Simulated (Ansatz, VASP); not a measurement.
**ZnAu in VASP and in Ansatz**

INCAR

```
PREC     = Accurate       # precision mode
ENCUT    = 520            # plane-wave cutoff, eV
EDIFF    = 1E-6           # SCF threshold, eV
ISMEAR   = 0              # smearing method
SIGMA    = 0.05           # smearing width, eV
LREAL    = F              # projectors in reciprocal space
LASPH    = T              # aspherical terms in the spheres
NELM     = 100            # most SCF steps
ALGO     = Normal         # electronic algorithm
ISIF     = 2              # what is computed and relaxed
LWAVE    = F              # write WAVECAR
LCHARG   = F              # write CHGCAR
GGA      = PE             # functional
NBANDS   = 18             # bands
```

File KPOINTS:

```
Automatic mesh
0
Gamma
  10 10 10
```

POSCAR

```
ZnAu
1.0
    3.1470000000      0.0000000000      0.0000000000
    0.0000000000      3.1470000000      0.0000000000
    0.0000000000      0.0000000000      3.1470000000
Zn Au
1 1
Direct
    0.5000000000      0.5000000000      0.5000000000
    0.0188232704      0.0065746578      0.0432938498
```

Input for Ansatz:

```yaml
crystal:
  lattice:
    - [3.147, 0.0, 0.0]
    - [0.0, 3.147, 0.0]
    - [0.0, 0.0, 3.147]
  atoms:
    - { symbol: Zn, position: [0.5, 0.5, 0.5] }
    - { symbol: Au, position: [0.0188232704, 0.0065746578, 0.0432938498] }
basis:
  ecutwfc: 420
  fft_grid_basis: typed
kpoints:
  mp_grid: { grid: [10, 10, 10] }
hamiltonian:
  xc: pbe
  pseudopotentials: { kind: paw }
scf:
  occupations: { method: gaussian, width: 0.05 }
output:
  forces: true
  stress: true
  eigenvalues: true
  bader: true
  write_density: true
  volumetric_format: npy
```

Alike in both runs: task single point; functional PBE; k mesh 10 × 10 × 10; occupations gaussian, width 0.05 eV; no spin polarisation.

|  | VASP | Ansatz |
| --- | --- | --- |
| version | VASP 6.6.1 | Ansatz 0.2.0 |
| potentials or method | VASP PAW PBE potentials, release 64 (Zn, Au), cutoff 520 eV | scalar-relativistic, plane waves, PAW |
| valence electrons in the cell | 23 | 31 |

|  | VASP | Ansatz | Ansatz less VASP |
| --- | --- | --- | --- |
| gap on the k mesh at the Fermi level (eV) | none | none | - |
| pressure (GPa) | 6.0 | 5.9 | -0.14 |
| traceless stress, the component that is largest in VASP (GPa) | 0.84 | 0.83 | -0.010 |
| rms of the force components (eV/Å) | 0.340 | 0.335 | -0.0049 |

Atom by atom the forces differ by 0.005 eV/Å (rms over components). A gap of «none» marks a metal or a gap that the smearing closes. VASP's potentials hold 23 valence electrons a cell and Ansatz's 31, so a difference there can come from the potentials and not from the codes.

Neither program's run includes spin-orbit coupling.
